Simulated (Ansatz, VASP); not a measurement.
## Ti in VASP and in Ansatz

INCAR

```
SYSTEM = Ti
PREC = Accurate
ENCUT = 520
EDIFF = 1E-6
ISMEAR = 0
SIGMA = 0.15
LREAL = .False.
LASPH = .True.
NELM = 80
ALGO = Fast
ISIF = 2
LWAVE = .False.
LCHARG = .True.
GGA = PS
LELF = .True.
LVHAR = .True.
NBANDS = 12
```

The input KPOINTS:

```
regular mesh
0
Gamma
  26 26 26
  0 0 0
```

POSCAR

```
Ti
1.0
    0.0000000000      1.9265250939      2.0786191803
    1.9265250939      0.0000000000      2.0786191803
    1.9265250939      1.9265250939      0.0000000000
Ti
1
Direct
    0.0000000000      0.0000000000      0.0000000000
```

Input for Ansatz:

```yaml
crystal:
  lattice:
    - [0.0, 1.9265250939, 2.0786191803]
    - [1.9265250939, 0.0, 2.0786191803]
    - [1.9265250939, 1.9265250939, 0.0]
  atoms:
    - { symbol: Ti, position: [0.0, 0.0, 0.0] }
basis:
  ecutwfc: 420
kpoints:
  mp_grid: { grid: [26, 26, 26] }
hamiltonian:
  xc: pbesol
scf:
  occupations: { method: gaussian, width: 0.15 }
output:
  forces: true
  stress: true
  eigenvalues: true
```

Change from the starting cell: strain -0.050 along x and y, +0.025 along z, atoms carried along.

Alike in both runs: task single point; functional PBEsol; k mesh 26 × 26 × 26; occupations gaussian, width 0.15 eV; no spin polarisation.

|  | VASP | Ansatz |
| --- | --- | --- |
| version | VASP 6.6.1 | Ansatz 0.2.0 |
| potentials or method | VASP PAW PBE potentials, release 64 (Ti_sv), cutoff 520 eV | scalar-relativistic, plane waves, PAW |
| valence electrons in the cell | 12 | 12 |

```tsv
	VASP	Ansatz	Ansatz less VASP
gap on the k mesh at the Fermi level (eV)	none	none	-
pressure (GPa)	9.7	10.1	+0.45
traceless stress, the component that is largest in VASP (GPa)	-1.48	-1.44	+0.037
```

VASP's potentials were made for PBE, not for PBEsol. A gap of «none» marks a metal or a gap that the smearing closes. With one functional, cell and mesh, what is left measures potentials, basis and numerics.
